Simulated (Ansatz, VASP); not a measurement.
**Al3WO2 in VASP and in Ansatz**

File INCAR:

```
PREC = Accurate
ENCUT = 520
EDIFF = 1E-6
ISMEAR = 0
SIGMA = 0.1
LREAL = F
LASPH = T
NELM = 60
ALGO = Normal
ISIF = 2
LWAVE = F
LCHARG = F
GGA = PE
NBANDS = 26
```

The input KPOINTS:

```
Automatic mesh
0
Gamma
  6 6 2
```

POSCAR

```
Al3WO2
1.0
    3.1902504700      0.0000000000      0.0000000000
   -1.5951252400      2.7628379500      0.0000000000
    0.0000000000      0.0000000000      7.6490918100
Al W O
3 1 2
Direct
    0.3333333300      0.6666666700      0.7200648400
    0.6666666700      0.3333333300      0.2799351600
    0.0000000000      0.0000000000      0.5000000000
    0.0000000000      0.0000000000      0.0000000000
    0.3333333300      0.6666666700      0.3899675800
    0.6666666700      0.3333333300      0.6100324200
```

Input for Ansatz:

```yaml
crystal:
  lattice:
    - [3.19025047, 0.0, 0.0]
    - [-1.59512524, 2.76283795, 0.0]
    - [0.0, 0.0, 7.64909181]
  atoms:
    - { symbol: Al, position: [0.33333333, 0.66666667, 0.72006484] }
    - { symbol: Al, position: [0.66666667, 0.33333333, 0.27993516] }
    - { symbol: Al, position: [0.0, 0.0, 0.5] }
    - { symbol: W, position: [0.0, 0.0, 0.0] }
    - { symbol: O, position: [0.33333333, 0.66666667, 0.38996758] }
    - { symbol: O, position: [0.66666667, 0.33333333, 0.61003242] }
basis:
  ecutwfc: 420
kpoints:
  mp_grid: { grid: [6, 6, 2] }
hamiltonian:
  xc: pbe
scf:
  occupations: { method: gaussian, width: 0.1 }
  lower_state_search: "off"
output:
  forces: true
  stress: true
  eigenvalues: true
```

Alike in both runs: task single point; functional PBE; k mesh 6 × 6 × 2; occupations gaussian, width 0.1 eV; no spin polarisation.

```csv
,VASP,Ansatz
version,VASP 6.6.1,Ansatz 0.2.0
potentials or method,"VASP PAW PBE potentials, release 64 (Al, W_sv, O), cutoff 520 eV","scalar-relativistic, plane waves, PAW"
valence electrons in the cell,35,35
```

|  | VASP | Ansatz | Ansatz less VASP |
| --- | --- | --- | --- |
| gap on the k mesh at the Fermi level (eV) | none | none | - |
| pressure (GPa) | 22.9 | 23.0 | +0.07 |
| traceless stress, the component that is largest in VASP (GPa) | 16.54 | 16.51 | -0.036 |
| rms of the force components (eV/Å) | 2.110 | 2.119 | +0.0084 |

Atom by atom the forces differ by 0.012 eV/Å (rms over components). A gap of «none» marks a metal or a gap that the smearing closes.

The k mesh is coarse, so the values compare programs but aren't converged. Neither program's run includes spin-orbit coupling.
